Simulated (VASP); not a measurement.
# Pd (Pm-3m) in VASP: further runs, part 2 of 3

VASP 6.6.1. Earlier steps stand in the parts before.

**4. Single point, RPBE (volume scaled by 0.96)**

Contents of INCAR:

```
PREC = Accurate ; ENCUT = 520
EDIFF = 1E-6 ; ISMEAR = -1
SIGMA = 0.1 ; LREAL = F
LASPH = T ; NELM = 60
ALGO = Normal ; ISIF = 2
LWAVE = F ; LCHARG = T
GGA = RP ; LELF = T
LVHAR = T ; NBANDS = 11
```

Contents of KPOINTS:

```
regular mesh
0
Gamma
  13 13 13
```

Contents of POSCAR:

```
Pd
1.0
    2.6086419889      0.0000000000      0.0000000000
    0.0000000000      2.6086419889      0.0000000000
    0.0000000000      0.0000000000      2.6086419889
Pd
1
Direct
    0.0000000000      0.0000000000      0.0000000000
```

Potentials or basis: VASP PAW PBE potentials, release 64 (Pd).

Started as:

```
$ cat potpaw_PBE.64/Pd/POTCAR > POTCAR
$ mpirun -np 1 vasp_std > vasp.out
```

OUTCAR:

```text
PREC = Accurate
   ENCUT = 520
   EDIFF = 1E-6
   ISMEAR = -1
   LREAL = F
   LASPH = T
   NELM = 60
   ISIF = 2
   GGA = RP

 ion  position               nearest neighbor table
   1  0.000  0.000  0.000-

  LATTYP: Found a simple cubic cell.
 ALAT       =     2.6086419889

  Lattice vectors:

 A1 = (   2.6086419889,   0.0000000000,   0.0000000000)
 A2 = (   0.0000000000,   2.6086419889,   0.0000000000)
 A3 = (   0.0000000000,   0.0000000000,   2.6086419889)

Analysis of symmetry for initial positions (statically):
=====================================================================
 Subroutine PRICEL returns:
 Original cell was already a primitive cell.

 Routine SETGRP: Setting up the symmetry group for a
 simple cubic supercell.

 Subroutine GETGRP returns: Found 48 space group operations
 (whereof 48 operations were pure point group operations)
 out of a pool of 48 trial point group operations.

The static configuration has the point symmetry O_h .

Analysis of symmetry for dynamics (positions and initial velocities):
=====================================================================
[... 165 lines left out ...]
      1       1.4471      2.00000
      2       2.8661      2.00000
      3       2.8661      2.00000
      4       7.3371      1.20856
      5       7.3371      1.20856
      6       7.3371      1.20856
      7      23.8714      0.00000
      8      23.8714      0.00000
      9      23.8714      0.00000
     10      30.1423      0.00000
     11      30.1470      0.00000
[... 309 lines left out ...]
 k-point    24 :       0.3846    0.3077    0.0000
  band No.  band energies     occupation
      1       3.4758      2.00000
      2       3.7175      2.00000
      3       6.1593      1.99999
      4       6.2120      1.99998
      5       6.4794      1.99975
      6       9.0605      0.00000
      7      15.0252      0.00000
      8      20.1171      0.00000
      9      24.5429      0.00000
     10      29.5002      0.00000
     11      31.7181      0.00000

 [... further k-points ...]

------------------------ aborting loop because EDIFF is reached ----------------------------------------

  FORCE on cell =-STRESS in cart. coord.  units (eV):
  Direction    XX          YY          ZZ          XY          YZ          ZX
  --------------------------------------------------------------------------------------
  -------------------------------------------------------------------------------------
  Total        0.4826408      0.4826408      0.4826408     -0.0000000      0.0000000      0.0000000
  in kB       43.5603277     43.5603277     43.5603277     -0.0000000      0.0000000      0.0000000
  external PRESSURE =      43.5603277 kB  Pullay stress =       0.0000000 kB

 VOLUME and BASIS-vectors are now :
 -----------------------------------------------------------------------------
  energy-cutoff  :      520.00
  volume of cell :       17.75
      direct lattice vectors                 reciprocal lattice vectors
     2.608641989  0.000000000  0.000000000     0.383341219  0.000000000  0.000000000
     0.000000000  2.608641989  0.000000000     0.000000000  0.383341219  0.000000000
     0.000000000  0.000000000  2.608641989     0.000000000  0.000000000  0.383341219

 POSITION                                       TOTAL-FORCE (eV/Angst)
 -----------------------------------------------------------------------------------
      0.00000      0.00000      0.00000         0.000000      0.000000      0.000000
 -----------------------------------------------------------------------------------
    total drift:                               -0.000000      0.000000     -0.000000

  FREE ENERGIE OF THE ION-ELECTRON SYSTEM (eV)
  ---------------------------------------------------
  free  energy   TOTEN  =        -4.1776664978 eV

  energy  without entropy=       -4.1342467709  energy(sigma->0) =       -4.15595663
```

OSZICAR:

```text
N       E                     dE             d eps       ncg     rms          rms(c)
DAV:   1     0.426160352612E+02    0.42616E+02   -0.50803E+03  1856   0.833E+02
DAV:   2    -0.367605595035E+01   -0.46292E+02   -0.44408E+02  2073   0.174E+02
DAV:   3    -0.429752237833E+01   -0.62147E+00   -0.61951E+00  2177   0.218E+01
DAV:   4    -0.430158666926E+01   -0.40643E-02   -0.40638E-02  2170   0.184E+00
DAV:   5    -0.430165308912E+01   -0.66420E-04   -0.66418E-04  2361   0.215E-01    0.520E+00
DAV:   6    -0.418184922506E+01    0.11980E+00   -0.48922E-01  2100   0.569E+00    0.284E+00
DAV:   7    -0.417867244342E+01    0.31768E-02   -0.24011E-03  2269   0.500E-01    0.154E+00
DAV:   8    -0.417765428812E+01    0.10182E-02   -0.12783E-03  2076   0.283E-01    0.244E-02
DAV:   9    -0.417766364938E+01   -0.93613E-05   -0.11071E-05  2767   0.271E-02    0.992E-03
DAV:  10    -0.417766654662E+01   -0.28972E-05   -0.21071E-06  2148   0.131E-02    0.886E-04
DAV:  11    -0.417766649776E+01    0.48863E-07   -0.14971E-08  1200   0.943E-04
   1 F= -.41776665E+01 E0= -.41559566E+01  d E =-.434197E-01
```

stdout:

```text
POSCAR found type information on POSCAR Pd
 POSCAR found :  1 types and       1 ions
 scaLAPACK will be used
 -----------------------------------------------------------------------------
|                                                                             |
|                                                                             |
|     You enforced a specific xc type in the INCAR file but a different       |
|     I HOPE YOU KNOW WHAT YOU ARE DOING!                                     |
|                                                                             |
 -----------------------------------------------------------------------------

 LDA part: xc-table for (Slater+PW92), standard interpolation
 POSCAR, INCAR and KPOINTS ok, starting setup
 FFT: planning ... GRIDC
 FFT: planning ... GRID_SOFT
 FFT: planning ... GRID
 WAVECAR not read
 entering main loop
```

Run time: 11 s. Hardware: 1 thread of AMD EPYC 7R43 (Zen 3), shared host; peak memory 0.09 GiB.

Results:

```
Free energy            : -4.1777 eV
Pressure               : 4.4 GPa
Band gap on the k mesh : zero (band 5 reaches 8.42 eV, above the bottom of band 6 at 6.74 eV)
```

Caveat: the PAW data sets were made with another functional, which shifts forces and pressure a little.

(Continued in part 3 of 3.)
